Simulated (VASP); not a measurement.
Set up this calculation in VASP 6.6.1, as the native input.

* Task: single point
* Functional: PBE
* Potentials or basis: VASP PAW PBE potentials, release 64 (B, Te)
* Cutoff: 520 eV
* k mesh: 4 × 4 × 6
* Occupations: gaussian, width 0.1 eV
* Spin: no spin polarisation
* Dipole correction: no
* Further INCAR settings: ALGO = Fast; EDIFF = 1e-06; NBANDS = 21

The structure of B2Te lies in POSCAR:

```
B2Te
1.0
    3.1604906905     -4.5246748104      0.0000000000
    3.1604906905      4.5246748104      0.0000000000
    0.0000000000      0.0000000000      3.6305013619
B Te
4 2
Direct
    0.0434431409      0.2249447376      0.5000000000
    0.9565568591      0.7750552624      0.5000000000
    0.2249447376      0.0434431409      0.5000000000
    0.7750552624      0.9565568591      0.5000000000
    0.0000000000      0.5000000000      0.0000000000
    0.5000000000      0.0000000000      0.0000000000
```

The cell was built from a structure type or drawn by symmetry, and may not be a known phase.

One way to write it, as run:

INCAR

```
SYSTEM = B2Te
PREC     = Accurate       ! precision mode
ENCUT    = 520            ! plane-wave cutoff, eV
EDIFF    = 1E-6           ! SCF threshold, eV
ISMEAR   = 0              ! smearing method
SIGMA    = 0.1            ! smearing width, eV
LREAL    = .FALSE.        ! projectors in reciprocal space
LASPH    = .TRUE.         ! aspherical terms in the spheres
NELM     = 100            ! most SCF steps
ALGO     = Fast           ! electronic algorithm
ISIF     = 2              ! what is computed and relaxed
LWAVE    = .FALSE.        ! write WAVECAR
LCHARG   = .FALSE.        ! write CHGCAR
GGA      = PE             ! functional
NBANDS   = 21             ! bands
```

KPOINTS

```
Automatic mesh
0
G
  4 4 6
  0 0 0
```

Potentials or basis: VASP PAW PBE potentials, release 64 (B, Te).

The run is started by

```sh
$ cat potpaw_PBE.64/B/POTCAR potpaw_PBE.64/Te/POTCAR > POTCAR
$ mpirun -np 1 vasp_std > vasp.out
```

It gave:

| Property | Result |
| --- | --- |
| Pressure | 0.1 GPa |
| Largest force | 0.013 eV/Å |
| Band gap on the k mesh | zero (bands 12 and 13 overlap by 1.59 eV) |

Caveat: spin-orbit coupling is left out, which moves the levels of the heavy elements.

Wall time 44 s on 1 thread of Intel(R) Xeon(R) Platinum 8488C (Sapphire Rapids), with other jobs on the host, peak memory 0.23 GiB.
